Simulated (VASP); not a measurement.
Set up this calculation in VASP 6.6.1, as the native input.

| Item | Value |
| --- | --- |
| Task | single point |
| Functional | LDA |
| Potentials or basis | VASP PAW LDA potentials, release 64 (Ge_d, Ga_d) |
| Cutoff | 520 eV |
| k mesh | 6 × 6 × 6 |
| Occupations | fermi-dirac, width 0.05 eV |
| Spin | no spin polarisation |
| Dipole correction | no |
| Further INCAR settings | ALGO = Normal; EDIFF = 1e-06; NBANDS = 36 |

The structure of GaGe3 lies in POSCAR:

```
GaGe3
1.0
    4.3623787939      0.0000000000      0.0000000000
    0.0000000000      4.3623787939      0.0000000000
    0.0000000000      0.0000000000      4.3623787939
Ge Ga
3 1
Direct
    0.5000000000      0.5000000000      0.0000000000
    0.5000000000      0.0000000000      0.5000000000
    0.0000000000      0.5000000000      0.5000000000
    0.0000000000      0.0000000000      0.0000000000
```

These files were run (other wordings do the same):

INCAR

```
SYSTEM = GaGe3
PREC = Accurate
ENCUT = 520
EDIFF = 1E-6
ISMEAR = -1
SIGMA = 0.05
LREAL = .FALSE.
LASPH = .TRUE.
NELM = 60
ALGO = Normal
ISIF = 2
LWAVE = .FALSE.
LCHARG = .FALSE.
GGA = CA
NBANDS = 36
```

KPOINTS

```
regular mesh
0
G
  6 6 6
  0 0 0
```

Potentials or basis: VASP PAW LDA potentials, release 64 (Ge_d, Ga_d).

Command:

```bash
$ cat potpaw_LDA.64/Ge_d/POTCAR potpaw_LDA.64/Ga_d/POTCAR > POTCAR
$ mpirun -np 1 vasp_std > vasp.out
```

It gave:

```
Pressure : -7.2 GPa
```

It took 47 s on 1 thread of Intel(R) Xeon(R) Platinum 8259CL CPU @ 2.50GHz (Skylake/Cascade Lake), on a shared host, peak memory 0.18 GiB.
